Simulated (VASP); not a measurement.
In:

```xyz
1
Lattice="-1.6255 1.6255 2.4737 1.6255 -1.6255 2.4737 1.6255 1.6255 -2.4737" Properties=species:S:1:pos:R:3 pbc="T T T"
In    0.0000    0.0000    0.0000
```

```yaml
Program: VASP 6.6.1
Task: relaxation of cell and atoms
Functional: PBE
Potentials_or_basis: VASP PAW PBE potentials, release 64 (In_d)
Cutoff: 600 eV
k_mesh: 18 × 18 × 18
Occupations: gaussian, width 0.1 eV
Spin: no spin polarisation
```

At the start: pressure 2.0 GPa; volume 26.14 Å³/atom.

Problem. How do energy, volume and symmetry change on relaxing?

Solution. Over 17 steps the energy falls by 10.4 meV/atom and the volume is 27.46 Å³/atom (+5.1 %); space group I4/mmm (No. 139, to 0.1 Å) before, Fm-3m (No. 225, to 0.1 Å).

Step by step:
| step | energy change (eV) | largest force (eV/Å) | pressure (GPa) | volume (Å³) |
| --- | --- | --- | --- | --- |
| 1 | 0.0000 | 0.0000 | 1.96 | 26.14 |
| 2 | -0.0081 | 0.0000 | 0.15 | 27.37 |
| 3 | -0.0082 | 0.0000 | 0.01 | 27.47 |
| 4 | -0.0082 | 0.0000 | 0.00 | 27.49 |
| 5 | -0.0082 | 0.0000 | 0.01 | 27.49 |
| 6 | -0.0083 | 0.0000 | 0.02 | 27.50 |
| 7 | -0.0084 | 0.0000 | -0.01 | 27.51 |
| 8 | -0.0086 | 0.0000 | -0.02 | 27.53 |
| 9 | -0.0096 | 0.0000 | -0.10 | 27.57 |
| 10 | -0.0099 | 0.0000 | -0.68 | 27.60 |
| 11 | -0.0103 | 0.0000 | -0.07 | 27.59 |
| 12 | -0.0103 | 0.0000 | -0.22 | 27.59 |
| 13 | -0.0103 | 0.0000 | -0.14 | 27.59 |
| 14 | -0.0103 | 0.0000 | 0.15 | 27.35 |
| 15 | -0.0104 | 0.0000 | -0.07 | 27.48 |
| 16 | -0.0104 | 0.0000 | 0.10 | 27.44 |
| 17 | -0.0104 | 0.0000 | -0.01 | 27.46 |

Final structure:
```
In
1.0
    -1.69181    1.69181    2.39884
     1.69181   -1.69181    2.39884
     1.69181    1.69181   -2.39884
In
1
Direct
  0.00000 0.00000 0.00000
```
